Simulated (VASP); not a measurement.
# BaTiO3 (Cm) in VASP: notebook, part 2 of 2

VASP 6.6.1.

### 3 Single point, LDA (the distance across one plane changed)

File INCAR:

```
ALGO     = Normal         # electronic algorithm
EDIFF    = 1E-6           # SCF threshold, eV
ENCUT    = 600            # plane-wave cutoff, eV
GGA      = CA             # functional
GGA_COMPAT= F            
ISIF     = 2              # what is computed and relaxed
ISMEAR   = 0              # smearing method
LASPH    = T              # aspherical terms in the spheres
LCHARG   = F              # write CHGCAR
LREAL    = F              # projectors in reciprocal space
LWAVE    = F              # write WAVECAR
NBANDS   = 73             # bands
NELM     = 120            # most SCF steps
PREC     = Accurate       # precision mode
SIGMA    = 0.05           # smearing width, eV
```

File KPOINTS:

```
k-points
0
Gamma
  7 7 3
```

File POSCAR:

```
BaTiO3
1.0
    2.7879170996     -1.6096046879     -2.2805008955
    0.0000000000      3.2192093758     -2.2805008955
   10.4863665146      6.0543065301      8.5714370379
Ba Ti O
3 3 9
Direct
    0.9987974969      0.9987974969      0.7325410902
    0.9992913942      0.9992913942      0.2006875510
    0.9990444455      0.9990444455      0.4666143206
    0.4905967190      0.4905967190      0.0700685693
    0.4903497704      0.4903497704      0.3359953389
    0.4901028217      0.4901028217      0.6019221085
    0.5089069442      0.0131649225      0.0652005924
    0.5086599955      0.0129179738      0.3311273620
    0.5084130469      0.0126710252      0.5970541316
    0.0131649225      0.5089069442      0.0652005924
    0.0129179738      0.5086599955      0.3311273620
    0.0126710252      0.5084130469      0.5970541316
    0.5087845214      0.5087845214      0.1970316668
    0.5085375727      0.5085375727      0.4629584364
    0.5082906241      0.5082906241      0.7288852059
```

Potentials or basis: VASP PAW LDA potentials, release 64 (Ba_sv, Ti_sv, O).

On the command line:

```
$ cat potpaw_LDA.64/Ba_sv/POTCAR potpaw_LDA.64/Ti_sv/POTCAR potpaw_LDA.64/O/POTCAR > POTCAR
$ mpirun -np 1 vasp_std > vasp.out
```

OUTCAR:

```text
EDIFF = 1E-6
   ENCUT = 600
   GGA = CA
   ISIF = 2
   ISMEAR = 0
   LASPH = T
   LREAL = F
   NELM = 120
   PREC = Accurate

 ion  position               nearest neighbor table
   1  0.999  0.999  0.733-  15 2.74  12 2.79   9 2.79  15 2.79  15 2.79  12 2.84   9 2.84  15 2.84
                             6 3.36   6 3.40   6 3.40   6 3.44   3 3.95
   2  0.999  0.999  0.201-  13 2.74  11 2.74   8 2.74  10 2.79   7 2.79  13 2.79  13 2.79  11 2.79
                             8 2.79  10 2.84   7 2.84  13 2.84   4 3.36   4 3.40   4 3.40   5 3.40
   3  0.999  0.999  0.467-  14 2.74  12 2.74   9 2.74  11 2.79   8 2.79  14 2.79  14 2.79  12 2.79
                             9 2.79  11 2.84   8 2.84  14 2.84   5 3.36   5 3.40   5 3.40   6 3.40
   4  0.491  0.491  0.070-   7 1.89  10 1.89  13 1.89   7 2.06  10 2.06   2 3.36   2 3.40   2 3.40
                             2 3.44
   5  0.490  0.490  0.336-  14 1.89   8 1.89  11 1.89   8 2.06  11 2.06  13 2.06   3 3.36   3 3.40
                             3 3.40   2 3.40   3 3.44   2 3.44   2 3.44   2 3.48
   6  0.490  0.490  0.602-  15 1.89   9 1.89  12 1.89  14 2.06   9 2.06  12 2.06   1 3.36   1 3.40
                             1 3.40   3 3.40   1 3.44   3 3.44   3 3.44   3 3.48
   7  0.509  0.013  0.065-   4 1.89   4 2.06   2 2.79   2 2.84
   8  0.509  0.013  0.331-   5 1.89   5 2.06   2 2.74   3 2.79   2 2.79   3 2.84
   9  0.508  0.013  0.597-   6 1.89   6 2.06   3 2.74   1 2.79   3 2.79   1 2.84
  10  0.013  0.509  0.065-   4 1.89   4 2.06   2 2.79   2 2.84
  11  0.013  0.509  0.331-   5 1.89   5 2.06   2 2.74   3 2.79   2 2.79   3 2.84
  12  0.013  0.508  0.597-   6 1.89   6 2.06   3 2.74   1 2.79   3 2.79   1 2.84
  13  0.509  0.509  0.197-   4 1.89   5 2.06   2 2.74   2 2.79   2 2.79   2 2.84
  14  0.509  0.509  0.463-   5 1.89   6 2.06   3 2.74   3 2.79   3 2.79   3 2.84
  15  0.508  0.508  0.729-   6 1.89   1 2.74   1 2.79   1 2.79   1 2.84

  LATTYP: Found a base centered monoclinic cell.
 ALAT       =     5.5826558503
 B/A-ratio  =     0.9987780635
 C/A-ratio  =     2.6574026787
 COS(beta)  =    -0.0013786281

  Lattice vectors:

 A1 = (   2.7879170996,  -1.6096046879,  -2.2805008955)
 A2 = (   0.0000000000,   3.2192093758,  -2.2805008955)
 A3 = (  10.4863665146,   6.0543065301,   8.5714370379)

Analysis of symmetry for initial positions (statically):
[... 194 lines left out ...]
  ---------------------------------------------------
  free energy    TOTEN  =      -130.21725561 eV

  energy without entropy =     -130.21725561  energy(sigma->0) =     -130.21725561

 E-fermi :   3.6418     XC(G=0): -10.3110

 val. band max:        3.2705313867   @ k =  -0.4286   0.4286   0.0000
 cond. band min:       3.9262940486   @ k =   0.0000  -0.0000   0.3333
 fundamental gap:      0.6557626619
 Fermi energy:         3.6418338779

 k-point     1 :       0.0000    0.0000    0.0000
  band No.  band energies     occupation
      1     -53.7074      2.00000
      2     -53.4174      2.00000
      3     -52.9887      2.00000
      4     -30.4045      2.00000
      5     -30.3973      2.00000
      6     -30.3617      2.00000
[... 1789 lines left out ...]
     71       6.5680      0.00000
     72       6.8387      0.00000

 [... further k-points ...]

 [bands above 72 left out]

------------------------ aborting loop because EDIFF is reached ----------------------------------------

  FORCE on cell =-STRESS in cart. coord.  units (eV):
  Direction    XX          YY          ZZ          XY          YZ          ZX
  --------------------------------------------------------------------------------------
  -------------------------------------------------------------------------------------
  Total       -2.9314656     -3.2167943     -2.6670334      0.2471020      0.3606277      0.6246254
  in kB      -20.3412134    -22.3210878    -18.5063387      1.7146216      2.5023678      4.3342276
  external PRESSURE =     -20.3895466 kB  Pullay stress =       0.0000000 kB

 VOLUME and BASIS-vectors are now :
 -----------------------------------------------------------------------------
  energy-cutoff  :      600.00
  volume of cell :      230.90
      direct lattice vectors                 reciprocal lattice vectors
     2.787917100 -1.609604688 -2.280500895     0.179301072 -0.103570663 -0.146202815
     0.000000000  3.219209376 -2.280500895    -0.000044289  0.207064615 -0.146202815
    10.486366515  6.054306530  8.571437038     0.047692733  0.027535412  0.038869643

 POSITION                                       TOTAL-FORCE (eV/Angst)
 -----------------------------------------------------------------------------------
     10.46626      6.04270      1.72341        -0.104092     -0.060097     -0.056893
      4.89042      2.82349     -2.83759        -0.705721     -0.407448     -0.616848
      7.67834      4.43309     -0.55709        -0.286126     -0.165195     -0.263550
      2.10251      1.21388     -1.63702         1.122655      0.648165      1.146970
      4.89042      2.82349      0.64348        -0.369383     -0.213263     -0.355405
      7.67834      4.43309      2.92398         0.273236      0.157753     -0.053194
      2.10251     -0.38201     -0.63172        -0.288041     -0.063926     -0.389908
      4.89042      1.22759      1.64878         0.179356      0.075453      0.183721
      7.67834      2.83720      3.92928         0.273435      0.002982      0.315893
      0.72042      2.01183     -0.63172        -0.199382     -0.217488     -0.389908
      3.50834      3.62144      1.64878         0.155022      0.117600      0.183721
      6.29625      5.23104      3.92928         0.139300      0.235311      0.315893
      3.48460      2.01183     -0.63172        -0.241717     -0.139556     -0.038702
      6.27251      3.62144      1.64878         0.241197      0.139255      0.202448
      9.06043      5.23104      3.92928        -0.189739     -0.109546     -0.184239
 -----------------------------------------------------------------------------------
    total drift:                               -0.000596     -0.000344      0.000958

  FREE ENERGIE OF THE ION-ELECTRON SYSTEM (eV)
  ---------------------------------------------------
  free  energy   TOTEN  =      -130.2172556057 eV

  energy  without entropy=     -130.2172556057  energy(sigma->0) =     -130.21725561
```

stdout:

```text
POSCAR found type information on POSCAR BaTiO
 POSCAR found :  3 types and      15 ions
 scaLAPACK will be used
 LDA part: xc-table for (Slater(with rela. corr.)+CA(PZ))
 , standard interpolation
 POSCAR, INCAR and KPOINTS ok, starting setup
 FFT: planning ... GRIDC
 FFT: planning ... GRID_SOFT
 FFT: planning ... GRID
 WAVECAR not read
 entering main loop
```

It took 14 min on 1 thread of Intel Xeon 6975P-C (Granite Rapids), shared host; peak memory 0.75 GiB.

What came out:

| Item | Value |
| --- | --- |
| Free energy | -130.2173 eV |
| Pressure | -2.0 GPa |
| Largest force | 1.731 eV/Å |
| Band gap on the k mesh | 0.66 eV (least direct gap 1.37 eV) |

Forces on the atoms (eV/Å):
```
Ba  -0.104 -0.060 -0.057
Ba  -0.706 -0.407 -0.617
Ba  -0.286 -0.165 -0.264
Ti   1.123  0.648  1.147
Ti  -0.369 -0.213 -0.355
Ti   0.273  0.158 -0.053
O   -0.288 -0.064 -0.390
O    0.179  0.075  0.184
O    0.273  0.003  0.316
O   -0.199 -0.217 -0.390
O    0.155  0.118  0.184
O    0.139  0.235  0.316
O   -0.242 -0.140 -0.039
O    0.241  0.139  0.202
O   -0.190 -0.110 -0.184
```

Stress tensor (GPa, compression positive):
```
-2.03  0.17  0.43
 0.17 -2.23  0.25
 0.43  0.25 -1.85
```

Levels at points of the mesh, in eV from the valence-band top:
| k point | band 58 | band 59 | band 60 | band 61 | band 62 | band 63 |
| --- | --- | --- | --- | --- | --- | --- |
| (0.00, 0.00, 0.00) | -1.51 | -0.84 | -0.71 | 0.66 | 1.05 | 1.16 |

Caveat: the cell differs from its parent crystal (the distance across one plane changed); semilocal functionals underestimate gaps, and a narrow one can read as zero; spin-orbit coupling is left out, which moves the levels of the heavy elements; forces of over 1 eV/Å act on the atoms, so gaps and moduli don't describe the material at rest. A k mesh can miss the band edges.

### 4 Single point, LDA (the distance across one plane changed)

File INCAR:

```
PREC = Accurate
ENCUT = 600
EDIFF = 1E-6
ISMEAR = 0
SIGMA = 0.05
LREAL = False
LASPH = True
NELM = 120
ALGO = Normal
ISIF = 2
LWAVE = False
LCHARG = False
GGA = CA
NBANDS = 73
GGA_COMPAT = False
```

File KPOINTS:

```
regular mesh
0
Gamma
  7 7 3
```

File POSCAR:

```
BaTiO3
1.0
    2.7879170996     -1.6096046879     -2.2805008955
    0.0000000000      3.2192093758     -2.2805008955
    8.8944051027      5.1351871803      7.2739862744
Ba Ti O
3 3 9
Direct
    0.9992772896      0.9992772896      0.8635042645
    0.9994228386      0.9994228386      0.2365663284
    0.9993500641      0.9993500641      0.5500352965
    0.4906426119      0.4906426119      0.0825953782
    0.4905698374      0.4905698374      0.3960643462
    0.4904970629      0.4904970629      0.7095333143
    0.5089496487      0.0132076270      0.0768571079
    0.5088768742      0.0131348525      0.3903260759
    0.5088040997      0.0130620780      0.7037950439
    0.0132076270      0.5089496487      0.0768571079
    0.0131348525      0.5088768742      0.3903260759
    0.0130620780      0.5088040997      0.7037950439
    0.5089135713      0.5089135713      0.2322568478
    0.5088407968      0.5088407968      0.5457258158
    0.5087680223      0.5087680223      0.8591947839
```

On the command line:

```
$ cat potpaw_LDA.64/Ba_sv/POTCAR potpaw_LDA.64/Ti_sv/POTCAR potpaw_LDA.64/O/POTCAR > POTCAR
$ mpirun -np 1 vasp_std > vasp.out
```

Wall time 13 min (1 thread of Intel Xeon Platinum 8488C (Sapphire Rapids), shared host); peak memory 0.66 GiB.

It converged, with:

* Free energy: -131.5647 eV
* Pressure: -2.1 GPa
* Largest force: 1.012 eV/Å
* Band gap on the k mesh: 1.76 eV (least direct gap 2.37 eV)

Forces in eV/Å, atoms in the order of the input:
```
Ba   0.713  0.412  0.587
Ba  -0.321 -0.185 -0.303
Ba  -0.002 -0.001 -0.035
Ti   0.573  0.331  0.530
Ti   0.212  0.123  0.079
Ti   0.643  0.371  0.277
O   -0.497 -0.261 -0.510
O   -0.017 -0.053  0.033
O    0.037 -0.102  0.117
O   -0.475 -0.300 -0.510
O   -0.054  0.012  0.033
O   -0.070  0.083  0.117
O   -0.558 -0.322 -0.325
O   -0.177 -0.102 -0.122
O   -0.009 -0.005  0.032
```

Stress tensor (GPa, compression positive):
```
-2.70 -0.86 -1.05
-0.86 -1.71 -0.61
-1.05 -0.61 -1.99
```

Levels at points of the mesh, in eV from the valence-band top:
```tsv
k point	band 57	band 58	band 59	band 60	band 61	band 62	band 63	band 64
(0.00, 0.00, 0.00)	-0.80	-0.79	-0.70	-0.61	1.76	1.85	1.87	1.91
```

Caveat: the cell differs from its parent crystal (the distance across one plane changed); spin-orbit coupling is left out, which moves the levels of the heavy elements; forces of over 1 eV/Å act on the atoms, so gaps and moduli don't describe the material at rest. A k mesh can miss the band edges.

### 5 The runs side by side

```tsv
cell	gap on the mesh (eV)	pressure (GPa)	largest force (eV/Å)
a = 3.945, b = 3.945, c = 16.335 Å, angles 90.1, 90.1, 89.9°, 15 atoms	0.18	-1.8	1.51
a = 3.945, b = 3.945, c = 14.835 Å, angles 90.1, 90.1, 89.9°, 15 atoms	0.66	-2.0	1.73
a = 3.945, b = 3.945, c = 12.585 Å, angles 90.1, 90.1, 89.9°, 15 atoms	1.76	-2.1	1.01
```

Alike in all rows: task single point; level LDA; potentials or basis VASP PAW LDA potentials, release 64 (Ba_sv, Ti_sv, O); no spin polarisation; k mesh 7 × 7 × 3; cutoff (eV) 600; smearing gaussian 0.05 eV.

Caveats: spin-orbit coupling is left out, which moves the levels of the heavy elements; forces of over 1 eV/Å act on the atoms, so gaps and moduli don't describe the material at rest; semilocal functionals underestimate gaps, and a narrow one can read as zero (at least some runs).

Absolute energies hang on the potentials; compare differences alone.
